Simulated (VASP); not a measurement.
FePt:

```
Pt Fe
1.0
     2.72350    0.00000    0.00000
     0.00000    2.72350    0.00000
     0.00000    0.00000    3.72000
Pt Fe
1 1
Cartesian
  1.3618 1.3618 1.8600
  0.0000 0.0000 0.0000
```

- Program: VASP 6.6.1
- Task: relaxation of cell and atoms
- Functional: PBEsol
- Potentials or basis: VASP PAW PBE potentials, release 64 (Pt, Fe)
- Cutoff: 600 eV
- k mesh: 10 × 10 × 7
- Occupations: fermi-dirac, width 0.05 eV
- Spin: collinear spin, ferromagnetic start
- Starting moments: [0.0, 3.0] μB

At the start: pressure -6.3 GPa; volume 13.80 Å³/atom.

Where does the relaxation end?

Over 6 steps the energy falls by 8.0 meV/atom and the volume is 13.41 Å³/atom (-2.8 %); space group P4/mmm (No. 123, to 0.1 Å) before and after; moment 3.22 μB per cell.

The path:
```tsv
step	energy change (eV)	largest force (eV/Å)	pressure (GPa)	volume (Å³)
1	0.0000	0.0000	-6.28	27.59
2	0.0385	0.0000	13.86	25.49
3	-0.0158	0.0000	-0.10	26.83
4	-0.0158	0.0000	0.05	26.81
5	-0.0160	0.0000	0.03	26.81
6	-0.0159	0.0000	0.04	26.81
```

Final structure:
```cif
data_structure
_symmetry_space_group_name_H-M 'P 1'
_symmetry_Int_Tables_number 1
_cell_length_a 2.6926
_cell_length_b 2.6926
_cell_length_c 3.6984
_cell_angle_alpha 90.000
_cell_angle_beta 90.000
_cell_angle_gamma 90.000
_cell_volume 26.81
loop_
_atom_site_label
_atom_site_type_symbol
_atom_site_fract_x
_atom_site_fract_y
_atom_site_fract_z
_atom_site_occupancy
Pt1 Pt 0.50000 0.50000 0.50000 1
Fe1 Fe 0.00000 0.00000 0.00000 1
```

Caveat: the PAW data sets were made with another functional, which shifts forces and pressure a little.
